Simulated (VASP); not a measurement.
SiNi: single point with r2SCAN

Crystal: SiNi.

```
Si Ni
1.0
     4.99198    0.00000    0.00000
     0.00000    3.30627    0.00000
     0.00000    0.00000    5.42160
Si Ni
4 4
Direct
  0.32443 0.75000 0.08678
  0.17557 0.25000 0.58678
  0.82443 0.75000 0.41322
  0.67557 0.25000 0.91322
  0.01038 0.25000 0.18594
  0.48962 0.75000 0.68594
  0.51038 0.25000 0.31406
  0.98962 0.75000 0.81406
```

This cell differs from its parent crystal: volume scaled by 0.94, then relaxed in part.

```
Program                : VASP 6.6.1
Task                   : single point
Functional             : r2SCAN
Potentials or basis    : VASP PAW PBE potentials, release 64 (Si, Ni)
Cutoff                 : 520 eV
k mesh                 : 8 × 10 × 6
Occupations            : gaussian, width 0.1 eV
Spin                   : no spin polarisation
Dipole correction      : no
Further INCAR settings : ALGO = Normal; EDIFF = 1e-07; NBANDS = 38
```

```json
{
  "Pressure": "12.7 GPa",
  "Largest force": "0.021 eV/Å",
  "Band gap on the k mesh": "zero (band 28 reaches 12.74 eV, above the bottom of band 29 at 10.75 eV)"
}
```

Forces in eV/Å, atoms in the order of the input:
```
Si  -0.013  0.000 -0.004
Si   0.013  0.000 -0.004
Si  -0.013  0.000  0.004
Si   0.013  0.000  0.004
Ni   0.020  0.000  0.002
Ni  -0.020  0.000  0.002
Ni   0.020  0.000 -0.002
Ni  -0.020  0.000 -0.002
```

Stress tensor (GPa, compression positive):
```
12.80  0.00  0.00
 0.00 12.60  0.00
 0.00  0.00 12.80
```

Levels at points of the mesh, in eV from the Fermi level:
| k point | band 24 | band 25 | band 26 | band 27 | band 28 | band 29 | band 30 | band 31 | band 32 | band 33 |
| --- | --- | --- | --- | --- | --- | --- | --- | --- | --- | --- |
| (0.00, 0.00, 0.00) | -2.25 | -1.99 | -1.56 | -1.25 | -1.04 | 0.71 | 1.71 | 3.48 | 4.19 | 4.40 |
| (0.50, 0.00, 0.00) | -2.27 | -2.11 | -2.11 | 0.97 | 0.97 | 1.27 | 1.27 | 4.30 | 4.30 | 5.14 |
| (0.00, 0.50, 0.00) | -2.49 | -2.28 | -2.28 | -1.61 | -1.61 | -0.62 | -0.62 | 2.30 | 2.30 | 3.02 |
| (0.50, 0.50, 0.00) | -2.47 | -1.98 | -1.98 | -1.98 | -1.98 | 0.68 | 0.68 | 0.68 | 0.68 | 4.84 |
| (0.00, 0.00, 0.50) | -2.40 | -1.59 | -1.59 | -0.20 | -0.20 | 0.87 | 0.87 | 3.86 | 3.86 | 4.95 |
| (0.50, 0.00, 0.50) | -2.38 | -1.07 | -1.07 | 0.92 | 0.92 | 2.46 | 2.46 | 2.83 | 2.83 | 3.32 |
| (0.00, 0.50, 0.50) | -2.35 | -2.34 | -2.34 | -1.91 | -1.91 | 0.17 | 0.17 | 1.75 | 1.75 | 2.80 |
| (0.50, 0.50, 0.50) | -2.55 | -2.21 | -2.21 | -2.21 | -2.21 | 2.96 | 2.96 | 2.96 | 2.96 | 4.07 |

Wall time 9 min on 1 thread of Intel(R) Xeon(R) 6975P-C (Granite Rapids), on a shared host, peak memory 0.42 GiB.

Caveat: the PAW data sets were made with another functional, which shifts forces and pressure a little. Spin polarisation is off, so any magnetic state and its effect on volume and gap are missing.
